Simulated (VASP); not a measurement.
# Ti (R-3m) in VASP: single point with PBEsol

Aim: the single point of Ti with PBEsol.

Everything below comes from runs of VASP 6.6.1. Logs are shortened: lines on timing, memory, paths and dates and some standing lists are left out, and cuts for length are marked.

## 1. The cell of the first run

Symmetry: R-3m, No. 166, trigonal system. The conventional cell has a = 6.652 Å, b = 6.652 Å, c = 17.017 Å, α = 90.00°, β = 90.00°, γ = 120.00°. Ti (site symmetry m) has 6 Ti at 2.26 to 2.44 Å within 3.0 Å. Ti (site symmetry m) has 7 Ti at 2.41 to 2.72 Å within 3.2 Å.

## 2. Single point, PBEsol

Input file INCAR:

```
SYSTEM = Ti
ALGO = All
EDIFF = 1E-6
ENCUT = 550
GGA = PS
GGA_COMPAT = .False.
ISEARCH = 1
ISIF = 2
ISMEAR = 0
KPAR = 4
LASPH = .True.
LCHARG = .False.
LREAL = .False.
LWAVE = .False.
NBANDS = 84
NELM = 300
PREC = Accurate
SIGMA = 0.1
```

Input file KPOINTS:

```
k-points
0
Gamma
  3 3 3
  0 0 0
```

Input file POSCAR:

```
Ti
1.0
    3.3260714170      1.9203082280      5.6722893853
   -3.3260714170      1.9203082280      5.6722893853
    0.0000000000     -3.8406164558      5.6722893853
Ti
12
Direct
    0.0101900000      0.6536100000      0.0101900000
    0.0101900000      0.0101900000      0.6536100000
    0.6536100000      0.0101900000      0.0101900000
    0.9898100000      0.3463900000      0.9898100000
    0.3463900000      0.9898100000      0.9898100000
    0.9898100000      0.9898100000      0.3463900000
    0.2211800000      0.6306000000      0.2211800000
    0.2211800000      0.2211800000      0.6306000000
    0.6306000000      0.2211800000      0.2211800000
    0.7788200000      0.3694000000      0.7788200000
    0.3694000000      0.7788200000      0.7788200000
    0.7788200000      0.7788200000      0.3694000000
```

Potentials or basis: VASP PAW PBE potentials, release 64 (Ti_sv).

Run with:

```console
$ cat potpaw_PBE.64/Ti_sv/POTCAR > POTCAR
$ mpirun -np 4 vasp_std > vasp.out
```

OUTCAR:

```text
SYSTEM = Ti
   EDIFF = 1E-6
   ENCUT = 550
   GGA = PS
   ISIF = 2
   ISMEAR = 0
   LASPH = .True.
   LREAL = .False.
   NELM = 300
   PREC = Accurate

 ion  position               nearest neighbor table
   1  0.010  0.654  0.010-   4 2.26   2 2.37   3 2.37   7 2.43  12 2.44  11 2.44
   2  0.010  0.010  0.654-   6 2.26   3 2.37   1 2.37   8 2.43  10 2.44  11 2.44
   3  0.654  0.010  0.010-   5 2.26   2 2.37   1 2.37   9 2.43  12 2.44  10 2.44
   4  0.990  0.346  0.990-   1 2.26   6 2.37   5 2.37  10 2.43   8 2.44   9 2.44
   5  0.346  0.990  0.990-   3 2.26   6 2.37   4 2.37  11 2.43   8 2.44   7 2.44
   6  0.990  0.990  0.346-   2 2.26   4 2.37   5 2.37  12 2.43   9 2.44   7 2.44
   7  0.221  0.631  0.221-  11 2.41  12 2.41   1 2.43   6 2.44   5 2.44   8 2.72   9 2.72
   8  0.221  0.221  0.631-  10 2.41  11 2.41   2 2.43   4 2.44   5 2.44   7 2.72   9 2.72
   9  0.631  0.221  0.221-  10 2.41  12 2.41   3 2.43   6 2.44   4 2.44   8 2.72   7 2.72
  10  0.779  0.369  0.779-   9 2.41   8 2.41   4 2.43   2 2.44   3 2.44  12 2.72  11 2.72
  11  0.369  0.779  0.779-   7 2.41   8 2.41   5 2.43   2 2.44   1 2.44  12 2.72  10 2.72
  12  0.779  0.779  0.369-   7 2.41   9 2.41   6 2.43   3 2.44   1 2.44  10 2.72  11 2.72

  LATTYP: Found a trigonal (rhomboedric) cell.
 ALAT       =     6.8501971966
 COS(alpha) =     0.5284942553

  Lattice vectors:

 A1 = (   3.3260714170,   1.9203082280,   5.6722893853)
 A2 = (  -3.3260714170,   1.9203082280,   5.6722893853)
 A3 = (   0.0000000000,  -3.8406164558,   5.6722893853)

Analysis of symmetry for initial positions (statically):
=====================================================================
 Subroutine PRICEL returns:
 Original cell was already a primitive cell.

 Routine SETGRP: Setting up the symmetry group for a
 trigonal (rhombohedral) supercell.

 Subroutine GETGRP returns: Found 12 space group operations
 (whereof 12 operations were pure point group operations)
 out of a pool of 12 trial point group operations.

The static configuration has the point symmetry D_3d.

Analysis of symmetry for dynamics (positions and initial velocities):
=====================================================================
 Subroutine PRICEL returns:
 Original cell was already a primitive cell.

 Routine SETGRP: Setting up the symmetry group for a
 trigonal (rhombohedral) supercell.

 Subroutine GETGRP returns: Found 12 space group operations
 (whereof 12 operations were pure point group operations)
 out of a pool of 12 trial point group operations.

The dynamic configuration has the point symmetry D_3d.

 Subroutine INISYM returns: Found 12 space group operations
 (whereof 12 operations are pure point group operations),
 and found     1 'primitive' translations

----------------------------------------------------------------------------------------

                                     Primitive cell

  volume of cell :     217.3763

  direct lattice vectors                    reciprocal lattice vectors
     3.326071417  1.920308228  5.672289385     0.150327500  0.086791622  0.058765220
    -3.326071417  1.920308228  5.672289385    -0.150327500  0.086791622  0.058765220
     0.000000000 -3.840616456  5.672289385     0.000000000 -0.173583245  0.058765220

  length of vectors
     6.850197197  6.850197197  6.850197197     0.183260727  0.183260727  0.183260727

  position of ions in fractional coordinates (direct lattice)
     0.010190000  0.653610000  0.010190000
     0.010190000  0.010190000  0.653610000
     0.653610000  0.010190000  0.010190000
     0.989810000  0.346390000  0.989810000
     0.346390000  0.989810000  0.989810000
     0.989810000  0.989810000  0.346390000
     0.221180000  0.630600000  0.221180000
     0.221180000  0.221180000  0.630600000
     0.630600000  0.221180000  0.221180000
     0.778820000  0.369400000  0.778820000
     0.369400000  0.778820000  0.778820000
     0.778820000  0.778820000  0.369400000

  ion indices of the primitive-cell ions
   primitive index   ion index
                 1           1
                 2           2
                 3           3
                 4           4
                 5           5
                 6           6
                 7           7
                 8           8
                 9           9
                10          10
                11          11
                12          12

----------------------------------------------------------------------------------------

 KPOINTS: k-points

Automatic generation of k-mesh.
 Grid dimensions read from file:
 generate k-points for:    3    3    3

 Generating k-lattice:

  Cartesian coordinates                     Fractional coordinates (reciprocal lattice)
     0.050109167  0.028930541  0.019588407     0.333333333 -0.000000000  0.000000000
    -0.050109167  0.028930541  0.019588407    -0.000000000  0.333333333  0.000000000
     0.000000000 -0.057861082  0.019588407     0.000000000  0.000000000  0.333333333

  Length of vectors
     0.061086909  0.061086909  0.061086909

  Shift w.r.t. Gamma in fractional coordinates (k-lattice)
     0.000000000  0.000000000  0.000000000

 Subroutine IBZKPT returns following result:
 ===========================================

 Found      6 irreducible k-points:

 Following reciprocal coordinates:
            Coordinates               Weight
  0.000000  0.000000  0.000000      1.000000
  0.333333  0.000000  0.000000      6.000000
  0.333333  0.333333  0.000000      6.000000
 -0.333333  0.333333  0.000000      6.000000
  0.333333  0.333333  0.333333      2.000000
 -0.333333  0.333333  0.333333      6.000000
   k-points           NKPTS =      6   k-points in BZ     NKDIM =      6   number of bands    NBANDS=     84
   number of dos      NEDOS =    301   number of ions     NIONS =     12
   total plane-waves  NPLWV = 157464
   dimension x,y,z NGX =    54 NGY =   54 NGZ =   54
   dimension x,y,z NGXF=   108 NGYF=  108 NGZF=  108
   ions per type =              12
   NGX,Y,Z   is equivalent  to a cutoff of  13.11, 13.11, 13.11 a.u.
   NGXF,Y,Z  is equivalent  to a cutoff of  26.21, 26.21, 26.21 a.u.
 SYSTEM =  Ti
   PREC   = accura    normal or accurate (medium, high low for compatibility)
   ISTART =      0    job   : 0-new  1-cont  2-samecut
   ICHARG =      2    charge: 1-file 2-atom 10-const
   ISPIN  =      1    spin polarized calculation?
   LNONCOLLINEAR =      F non collinear calculations
   LSORBIT =      F    spin-orbit coupling
   LASPH  =      T    aspherical Exc in radial PAW
   ENCUT  =  550.0 eV  40.42 Ry    6.36 a.u.  13.10 13.10 13.10*2*pi/ulx,y,z
   NELM   =    300;   NELMIN=  2; NELMDL= -5     # of ELM steps
   EDIFF  = 0.1E-05   stopping-criterion for ELM
   LREAL  =      F    real-space projection
   EDIFFG = 0.1E-04   stopping-criterion for IOM
   NSW    =      0    number of steps for IOM
   IBRION =     -1    ionic relax: 0-MD 1-quasi-New 2-CG
   NFREE  =      0    steps in history (QN), initial steepest desc. (CG)
   ISIF   =      2    stress and relaxation
   ISYM   =      2    0-nonsym 1-usesym 2-fastsym
   POTIM  = 0.5000    time-step for ionic-motion
   TEBEG  =    0.0;   TEEND  =   0.0 temperature during run
   PSTRESS=    0.0 pullay stress
   NELECT =     144.0000    total number of electrons
   NUPDOWN=      -1.0000    fix difference up-down
   EMIN   =  10.00;   EMAX   =-10.00  energy-range for DOS
   EFERMI =   0.00;   METHOD = LEGACY
   ISMEAR =     0;   SIGMA  =   0.10  broadening in eV -4-tet -1-fermi 0-gaus
   EFERMI_NEDOS =   21; number of points for ismear=-14 and -15
   IALGO  =     58    algorithm
   IMIX   =      4    mixing-type and parameters
     AMIX     =   0.40;   BMIX     =  1.00
     AMIX_MAG =   1.60;   BMIX_MAG =  1.00
  volume/ion in A,a.u.               =      18.11       122.24
  Fermi-wavevector in a.u.,A,eV,Ry     =   1.427113  2.696852 27.710316  2.036651
  Thomas-Fermi vector in A             =   2.547317
   LORBIT       =      0    0 simple, 1 ext, 2 COOP (PROOUT), +10 PAW based schemes
   GGA     = PS    functional components
   LHFCALC =     F    Hartree Fock is set to
   AEXX    =    0.0000 exact exchange contribution
   IVDW    =     0    specifies the selected vdW correction
   LEPSILON=     F    determine dielectric tensor
   LRPA    =     F    only Hartree local field effects (RPA)
 non-spin polarized calculation
 Gauss-broadening in eV      SIGMA  =   0.10
  energy-cutoff  :      550.00
  volume of cell :      217.38
 maximum number of plane-waves:      6385
 NGX is ok and might be reduce to    54
   NGX = 27   NGY = 27   NGZ = 27

 number of electron     143.9999989 magnetization

 Free energy of the ion-electron system (eV)
  ---------------------------------------------------
  ext. energy  EPLUGINS =         0.00000000
  ---------------------------------------------------
  free energy    TOTEN  =       -78.50760723 eV

  energy without entropy =      -78.40901384  energy(sigma->0) =      -78.45831054

 E-fermi :   7.0097     XC(G=0): -10.9933

 val. band max:        7.0064285099   @ k =   0.3333   0.3333   0.0000
 cond. band min:       7.0292643727   @ k =   0.0000   0.0000   0.0000
 fundamental gap:      0.0228358627
 Fermi energy:         7.0096887259

 k-point     1 :       0.0000    0.0000    0.0000
  band No.  band energies     occupation
      1     -48.9497      2.00000
      2     -48.6550      2.00000
      3     -48.6550      2.00000
      4     -48.5358      2.00000
      5     -48.5150      2.00000
      6     -48.4593      2.00000
[... 511 lines left out ...]
     83       8.6291      0.00000
     84       8.9923      0.00000

------------------------ aborting loop because EDIFF is reached ----------------------------------------

  FORCE on cell =-STRESS in cart. coord.  units (eV):
  Direction    XX          YY          ZZ          XY          YZ          ZX
  --------------------------------------------------------------------------------------
  -------------------------------------------------------------------------------------
  Total       25.2804593     25.2804593     35.4117350      0.0000000      0.0000000     -0.0000000
  in kB      186.3302639    186.3302639    261.0030876      0.0000000      0.0000000     -0.0000000
  external PRESSURE =     211.2212051 kB  Pullay stress =       0.0000000 kB

 VOLUME and BASIS-vectors are now :
 -----------------------------------------------------------------------------
  energy-cutoff  :      550.00
  volume of cell :      217.38
      direct lattice vectors                 reciprocal lattice vectors
     3.326071417  1.920308228  5.672289385     0.150327500  0.086791622  0.058765220
    -3.326071417  1.920308228  5.672289385    -0.150327500  0.086791622  0.058765220
     0.000000000 -3.840616456  5.672289385     0.000000000 -0.173583245  0.058765220

 POSITION                                       TOTAL-FORCE (eV/Angst)
 -----------------------------------------------------------------------------------
     -2.14006      1.23556      3.82307         2.049827     -1.183468     -0.707872
      0.00000     -2.47113      3.82307        -0.000000      2.366936     -0.707872
      2.14006      1.23556      3.82307        -2.049827     -1.183468     -0.707872
      2.14006     -1.23556     13.19380        -2.049827      1.183468      0.707872
     -2.14006     -1.23556     13.19380         2.049827      1.183468      0.707872
      0.00000      2.47113     13.19380        -0.000000     -2.366936      0.707872
     -1.36176      0.78621      6.08614         2.019190     -1.165780      0.947499
      0.00000     -1.57243      6.08614        -0.000000      2.331559      0.947499
      1.36176      0.78621      6.08614        -2.019190     -1.165780      0.947499
      1.36176     -0.78621     10.93073        -2.019190      1.165780     -0.947499
     -1.36176     -0.78621     10.93073         2.019190      1.165780     -0.947499
      0.00000      1.57243     10.93073        -0.000000     -2.331559     -0.947499
 -----------------------------------------------------------------------------------
    total drift:                               -0.000000      0.000000      0.000000

  FREE ENERGIE OF THE ION-ELECTRON SYSTEM (eV)
  ---------------------------------------------------
  free  energy   TOTEN  =       -78.5076072345 eV

  energy  without entropy=      -78.4090137948  energy(sigma->0) =      -78.45831051
```

Run time: 7.6 min. Hardware: 4 MPI ranks of Intel Xeon Platinum 8375C at 2.90GHz (Ice Lake), shared host; peak memory 0.51 GiB.

Results:

```yaml
Free_energy: -78.5076 eV
Pressure: 21.1 GPa
Largest_force: 2.517 eV/Å
Band_gap_on_the_k_mesh: zero (bands 72 and 73 overlap by 0.23 eV)
```

Forces in eV/Å, atoms in the order of the input:
```
Ti   2.050 -1.183 -0.708
Ti   0.000  2.367 -0.708
Ti  -2.050 -1.183 -0.708
Ti  -2.050  1.183  0.708
Ti   2.050  1.183  0.708
Ti   0.000 -2.367  0.708
Ti   2.019 -1.166  0.947
Ti   0.000  2.332  0.947
Ti  -2.019 -1.166  0.947
Ti  -2.019  1.166 -0.947
Ti   2.019  1.166 -0.947
Ti   0.000 -2.332 -0.947
```

Levels at points of the mesh, in eV from the Fermi level:
```tsv
k point	band 68	band 69	band 70	band 71	band 72	band 73	band 74	band 75	band 76	band 77
(0.00, 0.00, 0.00)	-0.10	-0.01	0.02	0.07	0.14	0.14	0.21	0.27	0.45	0.45
```

Caveat: the k points lie up to 0.38 Å⁻¹ apart; the PAW data sets were made with another functional, which shifts forces and pressure a little.

The gap in the log of VASP goes by the Fermi energy; the results here count the filled bands.